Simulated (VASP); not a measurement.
Runs of VASP 6.6.1 on Be3B2Cl3. The structure is that of space group P6/mmm (No. 191), or close to it. The cells are those of the table. 

```csv
task,cell,k mesh,cutoff (eV),gap on the mesh (eV),pressure (GPa),relaxed volume (Å³/atom)
single point,"a = 5.776, b = 5.776, c = 4.709 Å, angles 90.0, 90.0, 120.0°, 8 atoms",3 × 3 × 4,520,none,19.0,-
relaxation of cell and atoms,"relaxed from a = 5.776, b = 5.776, c = 4.709 Å, angles 90.0, 90.0, 120.0°, 8 atoms",3 × 3 × 4,600,none,0.1,23.14
single point,"a = 6.738, b = 6.738, c = 4.669 Å, angles 90.0, 90.0, 120.0°, 8 atoms",3 × 3 × 4,520,none,0.4,-
single point,"a = 6.628, b = 6.628, c = 4.925 Å, angles 90.0, 90.0, 120.0°, 8 atoms",6 × 6 × 8,520,none,0.1,-
relaxation of cell and atoms,"relaxed from a = 6.738, b = 6.738, c = 4.669 Å, angles 90.0, 90.0, 120.0°, 8 atoms",6 × 6 × 8,600,none,0.0,(a)
```

Alike in all rows: level PBE; potentials or basis VASP PAW PBE potentials, release 64 (Be, B, Cl); no spin polarisation; smearing gaussian 0.1 eV.

Problem. Estimate the missing entries.

Solution. (a) 23.80.

Caveats: some runs use coarse meshes; an odd number of electrons without spin polarisation forces a metal; a magnetic or distorted state may lie lower; the volume moved by over 15 % at a fixed basis, so the end points are rough (some runs).

A gap of «none» marks levels without a gap at the run's occupations.
